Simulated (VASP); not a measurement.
Runs of VASP 6.6.1 on Si. The structure is that of space group Fd-3m (No. 227), or close to it. The cells are those of the table. 

| level | cell | k mesh | smearing | grid for exact exchange (PRECFOCK) | gap on the mesh (eV) | pressure (GPa) |
| --- | --- | --- | --- | --- | --- | --- |
| BLYP | a = 3.964 Å, angles 60.0°, 2 atoms | 9 × 9 × 9 | fermi-dirac 0.05 eV | - | (b) | -2.7 |
| B3LYP | a = 3.912 Å, angles 60.0°, 2 atoms | 5 × 5 × 5 | fermi-dirac 0.1 eV | Normal | 1.92 | -2.1 |
| BLYP | a = 3.805 Å, angles 60.0°, 2 atoms | 9 × 9 × 9 | fermi-dirac 0.05 eV | - | (a) | 8.0 |
| BLYP | a = 3.912 Å, angles 60.0°, 2 atoms | 6 × 6 × 6 | fermi-dirac 0.05 eV | - | 1.01 | 0.1 |
| BLYP | a = 3.912 Å, angles 60.0°, 2 atoms | 5 × 5 × 5 | fermi-dirac 0.1 eV | - | 0.88 | 0.2 |

Alike in all rows: task single point; potentials or basis VASP PAW PBE potentials, release 64 (Si); no spin polarisation; cutoff (eV) 520.

Q: Fill in the values left out.

A: (a) 0.77; (b) 0.96.

Caveats: the PAW data sets were made with another functional, which shifts forces and pressure a little.

A k mesh can miss the band edges.
